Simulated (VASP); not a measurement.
# LiBr (rocksalt type) (Fm-3m) in VASP: notebook

LiBr (rocksalt type) is run at these levels: PBE; tasks: density of states.

Program: VASP 6.6.1. These are calculated values, not measurements. Logs are shortened: lines on timing, memory, paths and dates and some standing lists are left out, and cuts for length are marked.

**1. The cell of the first run**

The structure is cubic, space group Fm-3m (No. 225). The conventional cell has a = 4.059 Å, b = 4.059 Å, c = 4.059 Å, α = 90.00°, β = 90.00°, γ = 90.00°. Within 2.7 Å of Li (site symmetry m-3m) lie 6 Br at 2.03 Å. Br (site symmetry m-3m) has 6 Li at 2.03 Å within 2.7 Å.

**2. Density of states, PBE (volume scaled by 0.4)**

Contents of POSCAR:

```
LiBr
1.0
    0.0000000000      2.0297481050      2.0297481050
    2.0297481050      0.0000000000      2.0297481050
    2.0297481050      2.0297481050      0.0000000000
Li Br
1 1
Direct
    0.0000000000      0.0000000000      0.0000000000
    0.5000000000      0.5000000000      0.5000000000
```

Contents of INCAR.step1:

```
SYSTEM = LiBr
  PREC = Accurate
  ENCUT = 650
  EDIFF = 1E-6
  ISMEAR = -1
  SIGMA = 0.05
  LREAL = .False.
  LASPH = .True.
  NELM = 120
  ALGO = Normal
  ISIF = 2
  LWAVE = .False.
  LCHARG = .True.
  GGA = PE
  NBANDS = 12
  GGA_COMPAT = .False.
  NEDOS = 2001
  LORBIT = 11
```

Contents of KPOINTS.step1:

```
Automatic mesh
0
Gamma
  13 13 13
  0 0 0
```

Contents of INCAR.step2:

```
SYSTEM = LiBr
  PREC = Accurate
  ENCUT = 650
  EDIFF = 1E-6
  ISMEAR = -5
  SIGMA = 0.05
  LREAL = .False.
  LASPH = .True.
  NELM = 120
  ALGO = Normal
  ISIF = 2
  LWAVE = .False.
  LCHARG = .False.
  GGA = PE
  LORBIT = 11
  NBANDS = 12
  NEDOS = 2001
  ICHARG = 11
  GGA_COMPAT = .False.
```

Contents of KPOINTS.step2:

```
Automatic mesh
0
Gamma
  20 20 20
  0 0 0
```

Potentials or basis: VASP PAW PBE potentials, release 64 (Li_sv, Br).

Launch:

```
cat potpaw_PBE.64/Li_sv/POTCAR potpaw_PBE.64/Br/POTCAR > POTCAR
cp INCAR.step1 INCAR
cp KPOINTS.step1 KPOINTS
mpirun -np 1 vasp_std > vasp.out
cp INCAR.step2 INCAR
cp KPOINTS.step2 KPOINTS
mpirun -np 1 vasp_std > vasp.out
```

OUTCAR:

```text
SYSTEM = LiBr
   PREC = Accurate
   ENCUT = 650
   EDIFF = 1E-6
   ISMEAR = -5
   LREAL = .False.
   LASPH = .True.
   NELM = 120
   ISIF = 2
   GGA = PE
   LORBIT = 11
   ICHARG = 11

 ion  position               nearest neighbor table
   1  0.000  0.000  0.000-   2 2.03   2 2.03   2 2.03   2 2.03   2 2.03   2 2.03
   2  0.500  0.500  0.500-   1 2.03   1 2.03   1 2.03   1 2.03   1 2.03   1 2.03

  LATTYP: Found a face centered cubic cell.
 ALAT       =     4.0594962100

  Lattice vectors:

 A1 = (   0.0000000000,   2.0297481050,   2.0297481050)
 A2 = (   2.0297481050,   0.0000000000,   2.0297481050)
 A3 = (   2.0297481050,   2.0297481050,   0.0000000000)

Analysis of symmetry for initial positions (statically):
=====================================================================
 Subroutine PRICEL returns:
 Original cell was already a primitive cell.

 Routine SETGRP: Setting up the symmetry group for a
 face centered cubic supercell.

 Subroutine GETGRP returns: Found 48 space group operations
 (whereof 48 operations were pure point group operations)
 out of a pool of 48 trial point group operations.

The static configuration has the point symmetry O_h .

Analysis of symmetry for dynamics (positions and initial velocities):
=====================================================================
 Subroutine PRICEL returns:
 Original cell was already a primitive cell.

 Routine SETGRP: Setting up the symmetry group for a
 face centered cubic supercell.

 Subroutine GETGRP returns: Found 48 space group operations
 (whereof 48 operations were pure point group operations)
 out of a pool of 48 trial point group operations.

The dynamic configuration has the point symmetry O_h .

 Subroutine INISYM returns: Found 48 space group operations
 (whereof 48 operations are pure point group operations),
 and found     1 'primitive' translations

----------------------------------------------------------------------------------------

                                     Primitive cell

  volume of cell :      16.7246

  direct lattice vectors                    reciprocal lattice vectors
     0.000000000  2.029748105  2.029748105    -0.246335986  0.246335986  0.246335986
     2.029748105  0.000000000  2.029748105     0.246335986 -0.246335986  0.246335986
     2.029748105  2.029748105  0.000000000     0.246335986  0.246335986 -0.246335986

  length of vectors
     2.870497298  2.870497298  2.870497298     0.426666443  0.426666443  0.426666443

  position of ions in fractional coordinates (direct lattice)
     0.000000000  0.000000000  0.000000000
     0.500000000  0.500000000  0.500000000

  ion indices of the primitive-cell ions
   primitive index   ion index
                 1           1
                 2           2

----------------------------------------------------------------------------------------

 KPOINTS: Automatic mesh

Automatic generation of k-mesh.
 Grid dimensions read from file:
 generate k-points for:   20   20   20

 Generating k-lattice:

  Cartesian coordinates                     Fractional coordinates (reciprocal lattice)
    -0.012316799  0.012316799  0.012316799     0.050000000  0.000000000  0.000000000
     0.012316799 -0.012316799  0.012316799     0.000000000  0.050000000  0.000000000
     0.012316799  0.012316799 -0.012316799     0.000000000  0.000000000  0.050000000

  Length of vectors
     0.021333322  0.021333322  0.021333322

  Shift w.r.t. Gamma in fractional coordinates (k-lattice)
     0.000000000  0.000000000  0.000000000

 TETIRR: Found   1093 inequivalent tetrahedra from    48000

 Subroutine IBZKPT returns following result:
 ===========================================

 Found    256 irreducible k-points:

 Following reciprocal coordinates:
            Coordinates               Weight
  0.000000  0.000000  0.000000      1.000000
  0.050000  0.000000  0.000000      8.000000
  0.100000  0.000000  0.000000      8.000000
  0.150000  0.000000  0.000000      8.000000
  0.200000  0.000000  0.000000      8.000000
  0.250000  0.000000  0.000000      8.000000
[... 16 lines left out ...]
 -0.400000  0.050000  0.000000     24.000000
 -0.350000  0.050000  0.000000     24.000000
 [... further k-points ...]
   k-points           NKPTS =    256   k-points in BZ     NKDIM =    256   number of bands    NBANDS=     12
   number of dos      NEDOS =   2001   number of ions     NIONS =      2
   total plane-waves  NPLWV =  13824
   dimension x,y,z NGX =    24 NGY =   24 NGZ =   24
   dimension x,y,z NGXF=    48 NGYF=   48 NGZF=   48
   ions per type =               1   1
   NGX,Y,Z   is equivalent  to a cutoff of  13.90, 13.90, 13.90 a.u.
   NGXF,Y,Z  is equivalent  to a cutoff of  27.80, 27.80, 27.80 a.u.
 SYSTEM =  LiBr
   PREC   = accura    normal or accurate (medium, high low for compatibility)
   ISTART =      0    job   : 0-new  1-cont  2-samecut
   ICHARG =     11    charge: 1-file 2-atom 10-const
   ISPIN  =      1    spin polarized calculation?
   LNONCOLLINEAR =      F non collinear calculations
   LSORBIT =      F    spin-orbit coupling
   LASPH  =      T    aspherical Exc in radial PAW
   ENCUT  =  650.0 eV  47.77 Ry    6.91 a.u.   5.97  5.97  5.97*2*pi/ulx,y,z
   NELM   =    120;   NELMIN=  2; NELMDL=  0     # of ELM steps
   EDIFF  = 0.1E-05   stopping-criterion for ELM
   LREAL  =      F    real-space projection
   EDIFFG = 0.1E-04   stopping-criterion for IOM
   NSW    =      0    number of steps for IOM
   IBRION =     -1    ionic relax: 0-MD 1-quasi-New 2-CG
   NFREE  =      0    steps in history (QN), initial steepest desc. (CG)
   ISIF   =      2    stress and relaxation
   ISYM   =      2    0-nonsym 1-usesym 2-fastsym
   POTIM  = 0.5000    time-step for ionic-motion
   TEBEG  =    0.0;   TEEND  =   0.0 temperature during run
   PSTRESS=    0.0 pullay stress
   NELECT =      10.0000    total number of electrons
   NUPDOWN=      -1.0000    fix difference up-down
   EMIN   =  10.00;   EMAX   =-10.00  energy-range for DOS
   EFERMI =   0.00;   METHOD = LEGACY
   ISMEAR =    -5;   SIGMA  =   0.05  broadening in eV -4-tet -1-fermi 0-gaus
   EFERMI_NEDOS =   21; number of points for ismear=-14 and -15
   IALGO  =     38    algorithm
   IMIX   =      4    mixing-type and parameters
     AMIX     =   0.40;   BMIX     =  1.00
     AMIX_MAG =   1.60;   BMIX_MAG =  1.00
  volume/ion in A,a.u.               =       8.36        56.43
  Fermi-wavevector in a.u.,A,eV,Ry     =   1.379186  2.606283 25.880359  1.902153
  Thomas-Fermi vector in A             =   2.504178
   LORBIT       =     11    0 simple, 1 ext, 2 COOP (PROOUT), +10 PAW based schemes
   GGA     = PE    functional components
   LHFCALC =     F    Hartree Fock is set to
   AEXX    =    0.0000 exact exchange contribution
   IVDW    =     0    specifies the selected vdW correction
   LEPSILON=     F    determine dielectric tensor
   LRPA    =     F    only Hartree local field effects (RPA)
 non-spin polarized calculation
 Fermi weights with tetrahedron method with Bloechl corrections
  energy-cutoff  :      650.00
  volume of cell :       16.72
 maximum number of plane-waves:       642

 number of electron       9.9999999 magnetization

 Free energy of the ion-electron system (eV)
  ---------------------------------------------------
  ext. energy  EPLUGINS =         0.00000000
  ---------------------------------------------------
  free energy    TOTEN  =        -0.66853700 eV

  energy without entropy =       -0.66853700  energy(sigma->0) =       -0.66853700

 E-fermi :  11.7288     XC(G=0): -12.7201

 val. band max:       11.7127878705   @ k =  -0.1000   0.1000   0.0000
 cond. band min:      14.6115849958   @ k =   0.5000   0.5000   0.0000
 fundamental gap:      2.8987971253
 Fermi energy:        11.7288204141

 k-point     1 :       0.0000    0.0000    0.0000
  band No.  band energies     occupation
      1     -34.8597      2.00000
      2      -8.4350      2.00000
      3      11.5787      2.00000
      4      11.5787      2.00000
      5      11.5787      2.00000
      6      21.3472      0.00000
      7      21.3472      0.00000
      8      21.3472      0.00000
      9      25.4378      0.00000
     10      25.9284      0.00000
     11      26.8398      0.00000
     12      26.8398      0.00000

 k-point     2 :       0.0500    0.0000    0.0000
  band No.  band energies     occupation
      1     -34.8574      2.00000
      2      -8.3945      2.00000
      3      11.2406      2.00000
      4      11.5382      2.00000
      5      11.5382      2.00000
      6      21.1567      0.00000
      7      21.4659      0.00000
      8      21.4659      0.00000
      9      25.2246      0.00000
     10      25.5110      0.00000
     11      25.5110      0.00000
     12      26.4635      0.00000

 k-point     3 :       0.1000    0.0000    0.0000
  band No.  band energies     occupation
      1     -34.8506      2.00000
      2      -8.2727      2.00000
      3      10.3383      2.00000
      4      11.4266      2.00000
      5      11.4266      2.00000
      6      20.6912      0.00000
      7      21.7447      0.00000
      8      21.7447      0.00000
      9      24.2590      0.00000
     10      24.2590      0.00000
     11      25.0454      0.00000
     12      27.8065      0.00000

 k-point     4 :       0.1500    0.0000    0.0000
  band No.  band energies     occupation
      1     -34.8400      2.00000
      2      -8.0728      2.00000
      3       9.0987      2.00000
      4      11.2678      2.00000
      5      11.2678      2.00000
      6      20.1012      0.00000
      7      21.7394      0.00000
      8      21.7394      0.00000
      9      23.6981      0.00000
     10      23.6981      0.00000
     11      25.1337      0.00000
     12      29.3531      0.00000

 k-point     5 :       0.2000    0.0000    0.0000
  band No.  band energies     occupation
      1     -34.8267      2.00000
      2      -7.7996      2.00000
      3       7.7188      2.00000
      4      11.0897      2.00000
      5      11.0897      2.00000
      6      19.4854      0.00000
      7      21.0251      0.00000
      8      21.0251      0.00000
      9      24.2330      0.00000
     10      24.2330      0.00000
     11      25.4725      0.00000
     12      30.7677      0.00000
[... 228 lines left out ...]
      1     -34.7631      2.00000
      2      -5.9143      2.00000
      3       2.1921      2.00000
      4      10.0908      2.00000
      5      10.3219      2.00000
      6      17.6848      0.00000
      7      18.1143      0.00000
      8      18.1529      0.00000
      9      28.7288      0.00000
     10      31.7436      0.00000
     11      32.3915      0.00000
     12      35.2181      0.00000

 k-point    22 :      -0.4500    0.0500    0.0000
  band No.  band energies     occupation
      1     -34.7639      2.00000
      2      -5.9486      2.00000
      3       2.2644      2.00000
      4       9.9802      2.00000
      5      10.4567      2.00000
      6      17.6778      0.00000
      7      18.0316      0.00000
      8      18.3099      0.00000
      9      28.7217      0.00000
     10      31.1067      0.00000
     11      32.4761      0.00000
     12      34.6074      0.00000

 k-point    23 :      -0.4000    0.0500    0.0000
  band No.  band energies     occupation
      1     -34.7692      2.00000
      2      -6.1692      2.00000
      3       2.7468      2.00000
      4       9.9232      2.00000
      5      10.6256      2.00000
      6      17.8031      0.00000
      7      18.0998      0.00000
      8      18.6560      0.00000
      9      28.1986      0.00000
     10      29.3912      0.00000
     11      31.4038      0.00000
     12      35.7413      0.00000

 k-point    24 :      -0.3500    0.0500    0.0000
  band No.  band energies     occupation
      1     -34.7785      2.00000
      2      -6.5130      2.00000
      3       3.5698      2.00000
      4       9.9265      2.00000
      5      10.8169      2.00000
      6      18.0554      0.00000
      7      18.3627      0.00000
      8      19.1405      0.00000
      9      27.3939      0.00000
     10      27.7239      0.00000
     11      29.9944      0.00000
     12      35.0423      0.00000

 [... further k-points ...]

------------------------ aborting loop because EDIFF is reached ----------------------------------------

  FORCE on cell =-STRESS in cart. coord.  units (eV):
  Direction    XX          YY          ZZ          XY          YZ          ZX
  --------------------------------------------------------------------------------------
  -------------------------------------------------------------------------------------
  Total       17.8974616     17.8974616     17.8974616     -0.0000000      0.0000000     -0.0000000
  in kB     1714.5319901   1714.5319901   1714.5319901     -0.0000000      0.0000000     -0.0000000
  external PRESSURE =    1714.5319901 kB  Pullay stress =       0.0000000 kB

 VOLUME and BASIS-vectors are now :
 -----------------------------------------------------------------------------
  energy-cutoff  :      650.00
  volume of cell :       16.72
      direct lattice vectors                 reciprocal lattice vectors
     0.000000000  2.029748105  2.029748105    -0.246335986  0.246335986  0.246335986
     2.029748105  0.000000000  2.029748105     0.246335986 -0.246335986  0.246335986
     2.029748105  2.029748105  0.000000000     0.246335986  0.246335986 -0.246335986

 POSITION                                       TOTAL-FORCE (eV/Angst)
 -----------------------------------------------------------------------------------
      0.00000      0.00000      0.00000        -0.000000     -0.000000     -0.000000
      2.02975      2.02975      2.02975         0.000000      0.000000      0.000000
 -----------------------------------------------------------------------------------
    total drift:                                0.000000     -0.000000     -0.000000

  FREE ENERGIE OF THE ION-ELECTRON SYSTEM (eV)
  ---------------------------------------------------
  free  energy   TOTEN  =        -0.6685370044 eV

  energy  without entropy=       -0.6685370044  energy(sigma->0) =       -0.66853700

 total charge

# of ion       s       p       d       tot
------------------------------------------
    1        2.090   0.287   0.000   2.377
    2        1.650   3.699   0.102   5.451
--------------------------------------------------
tot          3.740   3.986   0.102   7.828
```

Run time: 61 s. Hardware: 1 thread of AMD EPYC 7R43 (Zen 3), shared host; peak memory 0.15 GiB.

Results:

```yaml
Valence_electrons_inside_the_program's_atomic_spheres: Li 2.38; Br 5.45
```

[end of part 1 of 2]
